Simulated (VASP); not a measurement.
Wanted: the native input for a VASP 6.6.1 run.

* Task: single point
* Functional: LDA
* Potentials or basis: VASP PAW LDA potentials, release 64 (I)
* Cutoff: 520 eV
* k mesh: 15 × 15 × 15
* Occupations: fermi-dirac, width 0.05 eV
* Spin: no spin polarisation
* Dipole correction: no
* Further INCAR settings: ALGO = Normal; EDIFF = 1e-07; NBANDS = 10

The structure of I lies in POSCAR:

```
I
1.0
    2.3901550688      0.0000000000      0.0000000000
    0.0000000000      2.3901550688      0.0000000000
    0.0000000000      0.0000000000      2.3901550688
I
1
Direct
    0.0000000000      0.0000000000      0.0000000000
```

One way to write it, as run:

INCAR

```
PREC = Accurate
ENCUT = 520
EDIFF = 1E-7
ISMEAR = -1
SIGMA = 0.05
LREAL = False
LASPH = True
NELM = 80
ALGO = Normal
ISIF = 2
LWAVE = False
LCHARG = False
GGA = CA
NBANDS = 10
```

KPOINTS

```
Automatic mesh
0
Gamma
  15 15 15
```

Potentials or basis: VASP PAW LDA potentials, release 64 (I).

Run with:

```sh
$ cat potpaw_LDA.64/I/POTCAR > POTCAR
$ mpirun -np 1 vasp_std > vasp.out
```

Results of the run:

```
Pressure : 292.7 GPa
```

Caveat: an odd number of electrons without spin polarisation forces a metal; a magnetic or distorted state may lie lower.

It took 7.7 s on 1 thread of Intel(R) Xeon(R) Platinum 8375C CPU @ 2.90GHz (Ice Lake) (shared host), peak memory 0.12 GiB.
